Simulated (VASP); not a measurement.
# CdSe (P6_3mc) in VASP: notebook

CdSe is run at these levels: PBEsol; tasks: single point.

Program: VASP 6.6.1. These are calculated values, not measurements. Logs are shortened: lines on timing, memory, paths and dates and some standing lists are left out, and cuts for length are marked.

## (1) The cell of the first run

It takes space group P6_3mc (No. 186, hexagonal). The conventional cell has a = 4.302 Å, b = 4.302 Å, c = 7.022 Å, α = 90.00°, β = 90.00°, γ = 120.00°. Cd (site symmetry 3m) has 4 Se at 2.53 to 3.03 Å within 3.3 Å. Within 3.3 Å of Se (site symmetry 3m) lie 4 Cd at 2.53 to 3.03 Å.

## (2) Single point, PBEsol (atoms moved along the polar distortion)

The input, INCAR:

```
PREC     = Accurate       # precision mode
ENCUT    = 520            # plane-wave cutoff, eV
EDIFF    = 1E-7           # SCF threshold, eV
ISMEAR   = 0              # smearing method
SIGMA    = 0.01           # smearing width, eV
LREAL    = False          # projectors in reciprocal space
LASPH    = True           # aspherical terms in the spheres
NELM     = 100            # most SCF steps
ALGO     = Normal         # electronic algorithm
ISIF     = 2              # what is computed and relaxed
LWAVE    = False          # write WAVECAR
LCHARG   = False          # write CHGCAR
GGA      = PS             # functional
NBANDS   = 26             # bands
```

The input, KPOINTS:

```
regular mesh
0
Gamma
  15 15 8
```

The input, POSCAR:

```
CdSe
1.0
    4.3020798272      0.0000000000      0.0000000000
   -2.1510399136      3.7257104194      0.0000000000
    0.0000000000      0.0000000000      7.0217824360
Cd Se
2 2
Direct
    0.3333333333      0.6666666667     -0.0278221274
    0.6666666667      0.3333333333      0.4721778726
    0.3333333333      0.6666666667      0.4038221274
    0.6666666667      0.3333333333      0.9038221274
```

Potentials or basis: VASP PAW PBE potentials, release 64 (Cd, Se).

Run with:

```bash
$ cat potpaw_PBE.64/Cd/POTCAR potpaw_PBE.64/Se/POTCAR > POTCAR
$ mpirun -np 1 vasp_std > vasp.out
```

OUTCAR:

```text
PREC = Accurate
   ENCUT = 520
   EDIFF = 1E-7
   ISMEAR = 0
   LREAL = False
   LASPH = True
   NELM = 100
   ISIF = 2
   GGA = PS

 ion  position               nearest neighbor table
   1  0.333  0.667  0.972-   4 2.53   4 2.53   4 2.53   3 3.03
   2  0.667  0.333  0.472-   3 2.53   3 2.53   3 2.53   4 3.03
   3  0.333  0.667  0.404-   2 2.53   2 2.53   2 2.53   1 3.03
   4  0.667  0.333  0.904-   1 2.53   1 2.53   1 2.53   2 3.03

  LATTYP: Found a hexagonal cell.
 ALAT       =     4.3020798272
 C/A-ratio  =     1.6321832039

  Lattice vectors:

 A1 = (   4.3020798272,   0.0000000000,   0.0000000000)
 A2 = (  -2.1510399136,   3.7257104194,   0.0000000000)
 A3 = (   0.0000000000,   0.0000000000,   7.0217824360)

Analysis of symmetry for initial positions (statically):
=====================================================================
 Subroutine PRICEL returns:
 Original cell was already a primitive cell.

 Routine SETGRP: Setting up the symmetry group for a
 hexagonal supercell.

 Subroutine GETGRP returns: Found 12 space group operations
 (whereof  6 operations were pure point group operations)
 out of a pool of 24 trial point group operations.

The static configuration has the point symmetry C_3v.
 The point group associated with its full space group is C_6v.

Analysis of symmetry for dynamics (positions and initial velocities):
=====================================================================
 Subroutine PRICEL returns:
 Original cell was already a primitive cell.

 Routine SETGRP: Setting up the symmetry group for a
 hexagonal supercell.

 Subroutine GETGRP returns: Found 12 space group operations
 (whereof  6 operations were pure point group operations)
 out of a pool of 24 trial point group operations.

The dynamic configuration has the point symmetry C_3v.
 The point group associated with its full space group is C_6v.

 Subroutine INISYM returns: Found 12 space group operations
 (whereof  6 operations are pure point group operations),
 and found     1 'primitive' translations

----------------------------------------------------------------------------------------

                                     Primitive cell

  volume of cell :     112.5473

  direct lattice vectors                    reciprocal lattice vectors
     4.302079827  0.000000000  0.000000000     0.232445710  0.134202593  0.000000000
[... 90 lines left out ...]
   EDIFF  = 0.1E-06   stopping-criterion for ELM
   LREAL  =      F    real-space projection
   EDIFFG = 0.1E-05   stopping-criterion for IOM
   NSW    =      0    number of steps for IOM
   IBRION =     -1    ionic relax: 0-MD 1-quasi-New 2-CG
   NFREE  =      0    steps in history (QN), initial steepest desc. (CG)
   ISIF   =      2    stress and relaxation
   ISYM   =      2    0-nonsym 1-usesym 2-fastsym
   POTIM  = 0.5000    time-step for ionic-motion
   TEBEG  =    0.0;   TEEND  =   0.0 temperature during run
   PSTRESS=    0.0 pullay stress
   NELECT =      36.0000    total number of electrons
   NUPDOWN=      -1.0000    fix difference up-down
   EMIN   =  10.00;   EMAX   =-10.00  energy-range for DOS
   EFERMI =   0.00;   METHOD = LEGACY
   ISMEAR =     0;   SIGMA  =   0.01  broadening in eV -4-tet -1-fermi 0-gaus
   EFERMI_NEDOS =   21; number of points for ismear=-14 and -15
   IALGO  =     38    algorithm
   IMIX   =      4    mixing-type and parameters
     AMIX     =   0.40;   BMIX     =  1.00
     AMIX_MAG =   1.60;   BMIX_MAG =  1.00
  volume/ion in A,a.u.               =      28.14       189.88
  Fermi-wavevector in a.u.,A,eV,Ry     =   1.119603  2.115743 17.055048  1.253511
  Thomas-Fermi vector in A             =   2.256243
   LORBIT       =      0    0 simple, 1 ext, 2 COOP (PROOUT), +10 PAW based schemes
   GGA     = PS    functional components
   LHFCALC =     F    Hartree Fock is set to
   AEXX    =    0.0000 exact exchange contribution
   IVDW    =     0    specifies the selected vdW correction
   LEPSILON=     F    determine dielectric tensor
   LRPA    =     F    only Hartree local field effects (RPA)
 non-spin polarized calculation
 Gauss-broadening in eV      SIGMA  =   0.01
  energy-cutoff  :      520.00
  volume of cell :      112.55
 maximum number of plane-waves:      3056
 NGX is ok and might be reduce to    32
   NGX = 15   NGY = 15   NGZ = 27

 number of electron      35.9999998 magnetization

 Free energy of the ion-electron system (eV)
  ---------------------------------------------------
  ext. energy  EPLUGINS =         0.00000000
  ---------------------------------------------------
  free energy    TOTEN  =       -11.93350270 eV

  energy without entropy =      -11.93350270  energy(sigma->0) =      -11.93350270

 E-fermi :   0.7961     XC(G=0):  -9.0759

 val. band max:        0.7276399632   @ k =   0.0667   0.0000   0.0000
 cond. band min:       1.5040612183   @ k =   0.0000   0.0000   0.0000
 fundamental gap:      0.7764212551
 Fermi energy:         0.7961385727

 k-point     1 :       0.0000    0.0000    0.0000
  band No.  band energies     occupation
      1     -11.9275      2.00000
      2     -11.6004      2.00000
      3      -7.3372      2.00000
      4      -7.3372      2.00000
      5      -7.3230      2.00000
      6      -7.3230      2.00000
[... 685 lines left out ...]
     25       9.0961      0.00000
     26       9.7938      0.00000

 [... further k-points ...]

------------------------ aborting loop because EDIFF is reached ----------------------------------------

  FORCE on cell =-STRESS in cart. coord.  units (eV):
  Direction    XX          YY          ZZ          XY          YZ          ZX
  --------------------------------------------------------------------------------------
  -------------------------------------------------------------------------------------
  Total        3.2849769      3.2849769     -1.8259661      0.0000000      0.0000000      0.0000000
  in kB       46.7636041     46.7636041    -25.9937159      0.0000000      0.0000000      0.0000000
  external PRESSURE =      22.5111641 kB  Pullay stress =       0.0000000 kB

 VOLUME and BASIS-vectors are now :
 -----------------------------------------------------------------------------
  energy-cutoff  :      520.00
  volume of cell :      112.55
      direct lattice vectors                 reciprocal lattice vectors
     4.302079827  0.000000000  0.000000000     0.232445710  0.134202593  0.000000000
    -2.151039914  3.725710419  0.000000000     0.000000000  0.268405187  0.000000000
     0.000000000  0.000000000  7.021782436     0.000000000  0.000000000  0.142413982

 POSITION                                       TOTAL-FORCE (eV/Angst)
 -----------------------------------------------------------------------------------
     -0.00000      2.48381      6.82642        -0.000000      0.000000      0.751181
      2.15104      1.24190      3.31553         0.000000      0.000000      0.751181
     -0.00000      2.48381      2.83555        -0.000000      0.000000     -0.751181
      2.15104      1.24190      6.34644         0.000000      0.000000     -0.751181
 -----------------------------------------------------------------------------------
    total drift:                               -0.000000     -0.000000      0.000044

  FREE ENERGIE OF THE ION-ELECTRON SYSTEM (eV)
  ---------------------------------------------------
  free  energy   TOTEN  =       -11.9335026971 eV

  energy  without entropy=      -11.9335026971  energy(sigma->0) =      -11.93350270
```

OSZICAR:

```text
N       E                     dE             d eps       ncg     rms          rms(c)
DAV:   1     0.241187625120E+03    0.24119E+03   -0.17085E+04  7020   0.125E+03
DAV:   2     0.154112844211E+00   -0.24103E+03   -0.23298E+03  7586   0.309E+02
DAV:   3    -0.126593578370E+02   -0.12813E+02   -0.12738E+02  8422   0.712E+01
DAV:   4    -0.127683800395E+02   -0.10902E+00   -0.10891E+00  7694   0.613E+00
DAV:   5    -0.127690292574E+02   -0.64922E-03   -0.64919E-03  8028   0.463E-01    0.928E+00
DAV:   6    -0.119805708004E+02    0.78846E+00   -0.14418E+00  8920   0.130E+01    0.721E+00
DAV:   7    -0.119383425573E+02    0.42228E-01   -0.57832E-01  7306   0.398E+00    0.289E+00
DAV:   8    -0.119340119511E+02    0.43306E-02   -0.69475E-02  7306   0.276E+00    0.413E-01
DAV:   9    -0.119334221822E+02    0.58977E-03   -0.92092E-03  7714   0.116E+00    0.130E-01
DAV:  10    -0.119334329934E+02   -0.10811E-04   -0.88616E-04  7474   0.326E-01    0.624E-02
DAV:  11    -0.119335129743E+02   -0.79981E-04   -0.22502E-04  7426   0.108E-01    0.293E-02
DAV:  12    -0.119335000763E+02    0.12898E-04   -0.65771E-05  7994   0.937E-02    0.106E-02
DAV:  13    -0.119335031160E+02   -0.30397E-05   -0.10801E-05  7298   0.166E-02    0.785E-03
DAV:  14    -0.119335025565E+02    0.55955E-06   -0.12193E-06  7850   0.784E-03    0.213E-03
DAV:  15    -0.119335027383E+02   -0.18185E-06   -0.25510E-07  7382   0.269E-03    0.122E-03
DAV:  16    -0.119335026971E+02    0.41204E-07   -0.48795E-08  5434   0.103E-03
   1 F= -.11933503E+02 E0= -.11933503E+02  d E =-.788767E-25
```

stdout:

```text
POSCAR found type information on POSCAR CdSe
 POSCAR found :  2 types and       4 ions
 scaLAPACK will be used
 -----------------------------------------------------------------------------
|                                                                             |
|                                                                             |
|     You enforced a specific xc type in the INCAR file but a different       |
|     I HOPE YOU KNOW WHAT YOU ARE DOING!                                     |
|                                                                             |
 -----------------------------------------------------------------------------

 LDA part: xc-table for (Slater+PW92), standard interpolation
 POSCAR, INCAR and KPOINTS ok, starting setup
 FFT: planning ... GRIDC
 FFT: planning ... GRID_SOFT
 FFT: planning ... GRID
 WAVECAR not read
 entering main loop
```

It took 5.4 min on 1 thread of Intel Xeon Platinum 8488C (Sapphire Rapids), shared host; peak memory 0.47 GiB.

What came out:

| Property | Result |
| --- | --- |
| Free energy | -11.9335 eV |
| Pressure | 2.3 GPa |
| Largest force | 0.751 eV/Å |
| Band gap on the k mesh | 0.78 eV (least direct gap 0.79 eV) |

Forces in eV/Å, atoms in the order of the input:
```
Cd   0.000  0.000  0.751
Cd   0.000  0.000  0.751
Se   0.000  0.000 -0.751
Se   0.000  0.000 -0.751
```

Caveat: the cell differs from its parent crystal (atoms moved along the polar distortion); the stress differs along the axes, from -3 to 5 GPa; semilocal functionals underestimate gaps, and a narrow one can read as zero; the PAW data sets were made with another functional, which shifts forces and pressure a little.

## (3) Single point, PBEsol (atoms moved along the polar distortion)

The input, INCAR:

```
SYSTEM = CdSe
PREC = Accurate
ENCUT = 520
EDIFF = 1E-6
ISMEAR = 0
SIGMA = 0.01
LREAL = .FALSE.
LASPH = .TRUE.
NELM = 80
ALGO = Normal
ISIF = 2
LWAVE = .FALSE.
LCHARG = .FALSE.
GGA = PS
NBANDS = 26
```

The input, KPOINTS:

```
Automatic mesh
0
G
  15 15 8
  0 0 0
```

The input, POSCAR:

```
CdSe
1.0
    4.3020798272      0.0000000000      0.0000000000
   -2.1510399136      3.7257104194      0.0000000000
    0.0000000000      0.0000000000      7.0217824360
Cd Se
2 2
Direct
    0.3333333333      0.6666666667     -0.0371433654
    0.6666666667      0.3333333333      0.4628566346
    0.3333333333      0.6666666667      0.4131433654
    0.6666666667      0.3333333333      0.9131433654
```

Potentials or basis: VASP PAW PBE potentials, release 64 (Cd, Se).

Run with:

```bash
$ cat potpaw_PBE.64/Cd/POTCAR potpaw_PBE.64/Se/POTCAR > POTCAR
$ mpirun -np 1 vasp_std > vasp.out
```

Run time: 5.6 min. Hardware: 1 thread of Intel Xeon Platinum 8488C (Sapphire Rapids), shared host; peak memory 0.47 GiB.

Results (log left out):

```yaml
Free_energy: -11.7453 eV
Pressure: 3.1 GPa
Largest_force: 0.666 eV/Å
Band_gap_on_the_k_mesh: 0.83 eV
```

Forces on the atoms (eV/Å):
```
Cd   0.000  0.000  0.666
Cd   0.000  0.000  0.666
Se   0.000  0.000 -0.666
Se   0.000  0.000 -0.666
```

Stress tensor (GPa, compression positive):
```
 5.87  0.00  0.00
 0.00  5.87  0.00
 0.00  0.00 -2.57
```

Levels at points of the mesh, in eV from the valence-band top:
```
           k point  band 16  band 17  band 18  band 19  band 20  band 21
(0.00, 0.00, 0.00)    -0.04     0.00     0.00     0.83     1.50     5.88
(0.00, 0.00, 0.50)    -0.25    -0.25    -0.25     1.95     1.95     5.89
```

Caveat: the cell differs from its parent crystal (atoms moved along the polar distortion); the stress differs along the axes, from -3 to 6 GPa; the PAW data sets were made with another functional, which shifts forces and pressure a little. A k mesh can miss the band edges.
